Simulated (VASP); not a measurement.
# Ge (I4_1/amd) in VASP: a series of runs

The runs below take Ge through single point, with PBEsol.

Program: VASP 6.6.1. These are calculated values, not measurements. Logs are shortened: lines on timing, memory, paths and dates and some standing lists are left out, and cuts for length are marked.

## 1. The cell of the first run

Symmetry: I4_1/amd, No. 141, tetragonal system. The conventional cell has a = 4.253 Å, b = 4.253 Å, c = 5.399 Å, α = 90.00°, β = 90.00°, γ = 90.00°. Within 3.3 Å of Ge (site symmetry -4m2) lie 4 Ge at 2.52 Å.

## 2. Single point, PBEsol (biaxial strain in the a-b plane: +6.0 %, then relaxed in part)

File INCAR:

```
PREC = Accurate
ENCUT = 520
EDIFF = 1E-6
ISMEAR = 0
SIGMA = 0.1
LREAL = False
LASPH = True
NELM = 60
ALGO = Fast
ISIF = 2
LWAVE = False
LCHARG = True
GGA = PS
LELF = True
LVHAR = True
NBANDS = 36
```

File KPOINTS:

```
regular mesh
0
Gamma
  14 14 10
```

File POSCAR:

```
Ge
1.0
    3.0076727338      3.0076727338      0.0000000000
   -3.0076727338      3.0076727338      0.0000000000
    0.0000000000      0.0000000000      5.3988162953
Ge
4
Direct
    0.5000000000      0.5000000000      0.5000000000
    0.5000000000      0.0000000000      0.2500000000
    0.0000000000      0.0000000000      0.0000000000
    0.0000000000      0.5000000000      0.7500000000
```

Potentials or basis: VASP PAW PBE potentials, release 64 (Ge_d).

Run with:

```sh
$ cat potpaw_PBE.64/Ge_d/POTCAR > POTCAR
$ mpirun -np 1 vasp_std > vasp.out
```

OUTCAR:

```text
PREC = Accurate
   ENCUT = 520
   EDIFF = 1E-6
   ISMEAR = 0
   LREAL = False
   LASPH = True
   NELM = 60
   ISIF = 2
   GGA = PS

 ion  position               nearest neighbor table
   1  0.500  0.500  0.500-   2 2.52   4 2.52   2 2.52   4 2.52
   2  0.500  0.000  0.250-   1 2.52   3 2.52   1 2.52   3 2.52
   3  0.000  0.000  0.000-   2 2.52   4 2.52   4 2.52   2 2.52
   4  0.000  0.500  0.750-   1 2.52   3 2.52   3 2.52   1 2.52

  LATTYP: Found a simple tetragonal cell.
 ALAT       =     4.2534915713
 C/A-ratio  =     1.2692669551

  Lattice vectors:

 A1 = (   3.0076727338,   3.0076727338,   0.0000000000)
 A2 = (  -3.0076727338,   3.0076727338,   0.0000000000)
 A3 = (   0.0000000000,   0.0000000000,   5.3988162953)

Analysis of symmetry for initial positions (statically):
=====================================================================
 Subroutine PRICEL returns following result:

  LATTYP: Found a body centered tetragonal cell.
 ALAT       =     4.2534915713
 C/A-ratio  =     1.2692669551

  Lattice vectors:

 A1 = (   0.0000000000,  -3.0076727338,  -2.6994081476)
 A2 = (   0.0000000000,   3.0076727338,  -2.6994081477)
 A3 = (   3.0076727338,   0.0000000000,   2.6994081477)

   2 primitive cells build up your supercell.

 Routine SETGRP: Setting up the symmetry group for a
 simple tetragonal supercell.

 Subroutine GETGRP returns: Found 16 space group operations
 (whereof  8 operations were pure point group operations)
 out of a pool of 16 trial point group operations.

The static configuration has the point symmetry D_2d.
 The point group associated with its full space group is D_4h.

Analysis of symmetry for dynamics (positions and initial velocities):
=====================================================================
 Subroutine PRICEL returns following result:

  LATTYP: Found a body centered tetragonal cell.
 ALAT       =     4.2534915713
 C/A-ratio  =     1.2692669551

  Lattice vectors:

 A1 = (   0.0000000000,  -3.0076727338,  -2.6994081476)
 A2 = (   0.0000000000,   3.0076727338,  -2.6994081477)
 A3 = (   3.0076727338,   0.0000000000,   2.6994081477)

   2 primitive cells build up your supercell.

 Routine SETGRP: Setting up the symmetry group for a
 simple tetragonal supercell.

 Subroutine GETGRP returns: Found 16 space group operations
 (whereof  8 operations were pure point group operations)
 out of a pool of 16 trial point group operations.

The dynamic configuration has the point symmetry D_2d.
 The point group associated with its full space group is D_4h.

 Subroutine INISYM returns: Found 16 space group operations
 (whereof  8 operations are pure point group operations),
 and found     2 'primitive' translations

----------------------------------------------------------------------------------------

                                     Primitive cell

  volume of cell :      48.8382

  direct lattice vectors                    reciprocal lattice vectors
     0.000000000 -3.007672734 -2.699408148     0.166241491 -0.166241491 -0.185225788
     0.000000000  3.007672734 -2.699408148     0.166241491  0.166241491 -0.185225788
     3.007672734  0.000000000  2.699408148     0.332482982  0.000000000  0.000000000

  length of vectors
     4.041398226  4.041398226  4.041398226     0.299300951  0.299300951  0.332482982

  position of ions in fractional coordinates (direct lattice)
     0.000000000  1.000000000  0.000000000
     0.750000000  0.250000000  0.500000000

  ion indices of the primitive-cell ions
   primitive index   ion index
                 1           1
                 2           2

----------------------------------------------------------------------------------------

 KPOINTS: regular mesh

Automatic generation of k-mesh.
 Grid dimensions read from file:
 generate k-points for:   14   14   10

 Generating k-lattice:

  Cartesian coordinates                     Fractional coordinates (reciprocal lattice)
     0.011874392  0.011874392  0.000000000     0.071428571  0.000000000  0.000000000
    -0.011874392  0.011874392  0.000000000     0.000000000  0.071428571  0.000000000
     0.000000000  0.000000000  0.018522579     0.000000000  0.000000000  0.100000000

  Length of vectors
     0.016792927  0.016792927  0.018522579

  Shift w.r.t. Gamma in fractional coordinates (k-lattice)
     0.000000000  0.000000000  0.000000000

 Subroutine IBZKPT returns following result:
 ===========================================

 Found    216 irreducible k-points:

 Following reciprocal coordinates:
            Coordinates               Weight
  0.000000  0.000000  0.000000      1.000000
  0.071429  0.000000  0.000000      4.000000
  0.142857  0.000000  0.000000      4.000000
  0.214286  0.000000  0.000000      4.000000
  0.285714  0.000000  0.000000      4.000000
  0.357143  0.000000  0.000000      4.000000
[... 16 lines left out ...]
  0.285714  0.214286  0.000000      8.000000
  0.357143  0.214286  0.000000      8.000000
 [... further k-points ...]
   k-points           NKPTS =    216   k-points in BZ     NKDIM =    216   number of bands    NBANDS=     36
   number of dos      NEDOS =    301   number of ions     NIONS =      4
   total plane-waves  NPLWV =  40960
   dimension x,y,z NGX =    32 NGY =   32 NGZ =   40
   dimension x,y,z NGXF=    64 NGYF=   64 NGZF=   80
   ions per type =               4
   NGX,Y,Z   is equivalent  to a cutoff of  12.51, 12.51, 12.32 a.u.
   NGXF,Y,Z  is equivalent  to a cutoff of  25.01, 25.01, 24.63 a.u.
 SYSTEM =  unknown system
   PREC   = accura    normal or accurate (medium, high low for compatibility)
   ISTART =      0    job   : 0-new  1-cont  2-samecut
   ICHARG =      2    charge: 1-file 2-atom 10-const
   ISPIN  =      1    spin polarized calculation?
   LNONCOLLINEAR =      F non collinear calculations
   LSORBIT =      F    spin-orbit coupling
   LASPH  =      T    aspherical Exc in radial PAW
   ENCUT  =  520.0 eV  38.22 Ry    6.18 a.u.   7.91  7.91 10.04*2*pi/ulx,y,z
   NELM   =     60;   NELMIN=  2; NELMDL= -5     # of ELM steps
   EDIFF  = 0.1E-05   stopping-criterion for ELM
   LREAL  =      F    real-space projection
   EDIFFG = 0.1E-04   stopping-criterion for IOM
   NSW    =      0    number of steps for IOM
   IBRION =     -1    ionic relax: 0-MD 1-quasi-New 2-CG
   NFREE  =      0    steps in history (QN), initial steepest desc. (CG)
   ISIF   =      2    stress and relaxation
   ISYM   =      2    0-nonsym 1-usesym 2-fastsym
   POTIM  = 0.5000    time-step for ionic-motion
   TEBEG  =    0.0;   TEEND  =   0.0 temperature during run
   PSTRESS=    0.0 pullay stress
   NELECT =      56.0000    total number of electrons
   NUPDOWN=      -1.0000    fix difference up-down
   EMIN   =  10.00;   EMAX   =-10.00  energy-range for DOS
   EFERMI =   0.00;   METHOD = LEGACY
   ISMEAR =     0;   SIGMA  =   0.10  broadening in eV -4-tet -1-fermi 0-gaus
   EFERMI_NEDOS =   21; number of points for ismear=-14 and -15
   IALGO  =     68    algorithm
   IMIX   =      4    mixing-type and parameters
     AMIX     =   0.40;   BMIX     =  1.00
     AMIX_MAG =   1.60;   BMIX_MAG =  1.00
  volume/ion in A,a.u.               =      24.42       164.79
  Fermi-wavevector in a.u.,A,eV,Ry     =   1.360006  2.570039 25.165571  1.849617
  Thomas-Fermi vector in A             =   2.486706
   LORBIT       =      0    0 simple, 1 ext, 2 COOP (PROOUT), +10 PAW based schemes
   GGA     = PS    functional components
   LHFCALC =     F    Hartree Fock is set to
   AEXX    =    0.0000 exact exchange contribution
   IVDW    =     0    specifies the selected vdW correction
   LEPSILON=     F    determine dielectric tensor
   LRPA    =     F    only Hartree local field effects (RPA)
 non-spin polarized calculation
 RMM-DIIS sequential band-by-band and
 Gauss-broadening in eV      SIGMA  =   0.10
  energy-cutoff  :      520.00
  volume of cell :       97.68
 maximum number of plane-waves:      2656
 NGX is ok and might be reduce to    32
   NGX = 15   NGY = 15   NGZ = 21

 number of electron      55.9999920 magnetization

 Free energy of the ion-electron system (eV)
  ---------------------------------------------------
  ext. energy  EPLUGINS =         0.00000000
  ---------------------------------------------------
  free energy    TOTEN  =       -19.53314637 eV

  energy without entropy =      -19.53202834  energy(sigma->0) =      -19.53258736

 E-fermi :   4.1439     XC(G=0):  -9.7890

 val. band max:        4.1195517610   @ k =   0.0000   0.0000   0.2000
 cond. band min:       4.1533184363   @ k =   0.0000   0.0000   0.3000
 fundamental gap:      0.0337666753
 Fermi energy:         4.1439158727

 k-point     1 :       0.0000    0.0000    0.0000
  band No.  band energies     occupation
      1     -20.5305      2.00000
      2     -20.5301      2.00000
      3     -20.5301      2.00000
      4     -20.5103      2.00000
      5     -20.5103      2.00000
      6     -20.4886      2.00000
[... 28 lines left out ...]
     35      10.2252      0.00000
     36      12.4531      0.00000

 k-point     2 :       0.0714    0.0000    0.0000
  band No.  band energies     occupation
      1     -20.5339      2.00000
      2     -20.5314      2.00000
      3     -20.5303      2.00000
      4     -20.5129      2.00000
      5     -20.5121      2.00000
      6     -20.4851      2.00000
[... 28 lines left out ...]
     35      10.4316      0.00000
     36      12.1338      0.00000

 k-point     3 :       0.1429    0.0000    0.0000
  band No.  band energies     occupation
      1     -20.5422      2.00000
      2     -20.5340      2.00000
      3     -20.5308      2.00000
      4     -20.5179      2.00000
      5     -20.5152      2.00000
      6     -20.4772      2.00000
[... 28 lines left out ...]
     35      10.9948      0.00000
     36      11.6605      0.00000

 k-point     4 :       0.2143    0.0000    0.0000
  band No.  band energies     occupation
      1     -20.5506      2.00000
      2     -20.5382      2.00000
      3     -20.5315      2.00000
      4     -20.5228      2.00000
      5     -20.5168      2.00000
      6     -20.4677      2.00000
[... 28 lines left out ...]
     35      11.2892      0.00000
     36      11.4084      0.00000

 k-point     5 :       0.2857    0.0000    0.0000
  band No.  band energies     occupation
      1     -20.5569      2.00000
      2     -20.5434      2.00000
      3     -20.5322      2.00000
      4     -20.5269      2.00000
      5     -20.5154      2.00000
      6     -20.4599      2.00000
[... 655 lines left out ...]
 k-point    22 :       0.2143    0.2143    0.0000
  band No.  band energies     occupation
      1     -20.5493      2.00000
      2     -20.5493      2.00000
      3     -20.5426      2.00000
      4     -20.5260      2.00000
      5     -20.5251      2.00000
      6     -20.4665      2.00000
[... 28 lines left out ...]
     35       9.3868      0.00000
     36       9.6447      0.00000

 k-point    23 :       0.2857    0.2143    0.0000
  band No.  band energies     occupation
      1     -20.5550      2.00000
      2     -20.5483      2.00000
      3     -20.5459      2.00000
      4     -20.5305      2.00000
      5     -20.5235      2.00000
      6     -20.4593      2.00000
[... 28 lines left out ...]
     35       8.7387      0.00000
     36      10.2520      0.00000

 k-point    24 :       0.3571    0.2143    0.0000
  band No.  band energies     occupation
      1     -20.5582      2.00000
      2     -20.5498      2.00000
      3     -20.5469      2.00000
      4     -20.5352      2.00000
      5     -20.5181      2.00000
      6     -20.4648      2.00000
[... 28 lines left out ...]
     35       9.5092      0.00000
     36      10.7941      0.00000

 [... further k-points ...]
[... 5 lines left out ...]
  --------------------------------------------------------------------------------------
  -------------------------------------------------------------------------------------
  Total       -3.5641082     -3.5641082     -0.0530936      0.0000000      0.0000000     -0.0000000
  in kB      -58.4617427    -58.4617427     -0.8708891      0.0000000      0.0000000     -0.0000000
  external PRESSURE =     -39.2647915 kB  Pullay stress =       0.0000000 kB

 VOLUME and BASIS-vectors are now :
 -----------------------------------------------------------------------------
  energy-cutoff  :      520.00
  volume of cell :       97.68
      direct lattice vectors                 reciprocal lattice vectors
     3.007672734  3.007672734  0.000000000     0.166241491  0.166241491  0.000000000
    -3.007672734  3.007672734  0.000000000    -0.166241491  0.166241491  0.000000000
     0.000000000  0.000000000  5.398816295     0.000000000  0.000000000  0.185225788

 POSITION                                       TOTAL-FORCE (eV/Angst)
 -----------------------------------------------------------------------------------
      0.00000      3.00767      2.69941         0.000000      0.000000      0.000000
      1.50384      1.50384      1.34970        -0.000000     -0.000000     -0.000000
      0.00000      0.00000      0.00000         0.000000      0.000000      0.000000
     -1.50384      1.50384      4.04911        -0.000000     -0.000000      0.000000
 -----------------------------------------------------------------------------------
    total drift:                               -0.000000      0.000000     -0.000000

  FREE ENERGIE OF THE ION-ELECTRON SYSTEM (eV)
  ---------------------------------------------------
  free  energy   TOTEN  =       -19.5331463711 eV

  energy  without entropy=      -19.5320283435  energy(sigma->0) =      -19.53258736
```

Wall time 5.7 min (1 thread of Oxide Virtual Turin-like, shared host); peak memory 0.55 GiB.

Results:

* Free energy: -19.5331 eV
* Pressure: -3.9 GPa
* Band gap on the k mesh: zero (bands 28 and 29 overlap by 0.51 eV)

Levels at points of the mesh, in eV from the Fermi level:
```tsv
k point	band 25	band 26	band 27	band 28	band 29	band 30	band 31	band 32
(0.00, 0.00, 0.00)	-3.25	-0.75	-0.22	-0.22	0.29	0.29	0.49	2.22
(0.50, 0.00, 0.00)	-3.18	-3.18	-1.82	-1.82	1.31	1.31	4.72	4.72
(0.50, 0.50, 0.00)	-2.54	-2.54	-2.54	-2.54	1.05	1.05	1.05	1.05
(0.00, 0.00, 0.50)	-2.18	-2.18	-2.18	-2.18	0.42	0.42	2.68	2.68
(0.50, 0.00, 0.50)	-1.68	-1.68	-0.87	-0.87	-0.24	-0.24	3.39	3.39
(0.50, 0.50, 0.50)	-3.58	-3.58	-3.58	-3.58	4.81	4.81	4.81	4.81
```

Caveat: the cell differs from its parent crystal (biaxial strain in the a-b plane: +6.0 %, then relaxed in part); the stress differs along the axes, from -6 to -0 GPa; semilocal functionals underestimate gaps, and a narrow one can read as zero; the PAW data sets were made with another functional, which shifts forces and pressure a little.

## 3. Single point, PBEsol (biaxial strain in the a-b plane: +6.0 %)

File INCAR:

```
PREC     = Accurate       # precision mode
ENCUT    = 520            # plane-wave cutoff, eV
EDIFF    = 1E-7           # SCF threshold, eV
ISMEAR   = 0              # smearing method
SIGMA    = 0.1            # smearing width, eV
LREAL    = False          # projectors in reciprocal space
LASPH    = True           # aspherical terms in the spheres
NELM     = 60             # most SCF steps
ALGO     = Fast           # electronic algorithm
ISIF     = 2              # what is computed and relaxed
LWAVE    = False          # write WAVECAR
LCHARG   = True           # write CHGCAR
GGA      = PS             # functional
LELF     = True           # ELF
LVHAR    = True         
NBANDS   = 36             # bands
```

KPOINTS is that of step 2.

Edit POSCAR of step 2 so:

```diff
@@ -4,3 +4,3 @@
    -3.0076727338      3.0076727338      0.0000000000
-    0.0000000000      0.0000000000      5.3988162953
+    0.0000000000      0.0000000000      5.4705594631
 Ge
```

Potentials or basis: VASP PAW PBE potentials, release 64 (Ge_d).

Run with:

```sh
$ cat potpaw_PBE.64/Ge_d/POTCAR > POTCAR
$ mpirun -np 1 vasp_std > vasp.out
```

Wall time 8.1 min (1 thread of Oxide Virtual Turin-like, shared host); peak memory 0.56 GiB.

Results (log left out):

```yaml
Free_energy: -19.5293 eV
Pressure: -4.5 GPa
Band_gap_on_the_k_mesh: zero (bands 28 and 29 overlap by 0.46 eV)
```

Stress tensor (GPa, compression positive):
```
-6.18  0.00  0.00
 0.00 -6.18  0.00
 0.00  0.00 -1.03
```

Levels at points of the mesh, in eV from the Fermi level:
| k point | band 26 | band 27 | band 28 | band 29 | band 30 | band 31 |
| --- | --- | --- | --- | --- | --- | --- |
| (0.00, 0.00, 0.00) | -0.84 | -0.19 | -0.19 | 0.36 | 0.36 | 0.43 |
| (0.50, 0.00, 0.00) | -3.17 | -1.74 | -1.74 | 1.35 | 1.35 | 4.68 |
| (0.50, 0.50, 0.00) | -2.54 | -2.54 | -2.54 | 1.02 | 1.02 | 1.02 |
| (0.00, 0.00, 0.50) | -2.11 | -2.11 | -2.11 | 0.51 | 0.51 | 2.62 |
| (0.50, 0.00, 0.50) | -1.61 | -0.89 | -0.89 | -0.23 | -0.23 | 3.42 |
| (0.50, 0.50, 0.50) | -3.52 | -3.52 | -3.52 | 4.65 | 4.65 | 4.65 |

Caveat: the cell differs from its parent crystal (biaxial strain in the a-b plane: +6.0 %); the stress differs along the axes, from -6 to -1 GPa; semilocal functionals underestimate gaps, and a narrow one can read as zero; the PAW data sets were made with another functional, which shifts forces and pressure a little.

The gap in the log of VASP goes by the Fermi energy; the results here count the filled bands.